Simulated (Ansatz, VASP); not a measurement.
AlCu6 in VASP and in Ansatz

```
Al Cu
1.0
     0.00000    3.57216    3.57216
     3.57216    0.00000    3.57216
     3.57216    3.57216    0.00000
Al Cu
1 6
Direct
  0.50000 0.50000 0.50000
  0.50000 0.00000 0.00000
  0.00000 0.50000 0.50000
  0.00000 0.50000 0.00000
  0.50000 0.00000 0.50000
  0.00000 0.00000 0.50000
  0.50000 0.50000 0.00000
```

Alike in both runs: task relaxation of cell and atoms; functional PBE; k mesh 4 × 4 × 4; occupations gaussian, width 0.2 eV; no spin polarisation.

```csv
,VASP,Ansatz
version,VASP 6.6.1,Ansatz 0.2.0
potentials or method,"VASP PAW PBE potentials, release 64 (Al, Cu), cutoff 600 eV","scalar-relativistic, plane waves, PAW"
valence electrons in the cell,69,117
```

|  | VASP | Ansatz | Ansatz less VASP |
| --- | --- | --- | --- |
| gap on the k mesh at the Fermi level, each at its own relaxed structure (eV) | none | none | - |
| relaxed volume (Å³/atom) | 13.52 | 13.44 | -0.077 |
| relaxed length of the cell vector where the two differ most in proportion (Å) | 5.115 | 5.105 | -0.0098 |

A gap of «none» marks a metal or a gap that the smearing closes. VASP's potentials hold 69 valence electrons a cell and Ansatz's 117, so a difference there can come from the potentials and not from the codes.

The k mesh is coarse, so the values compare programs but aren't converged.
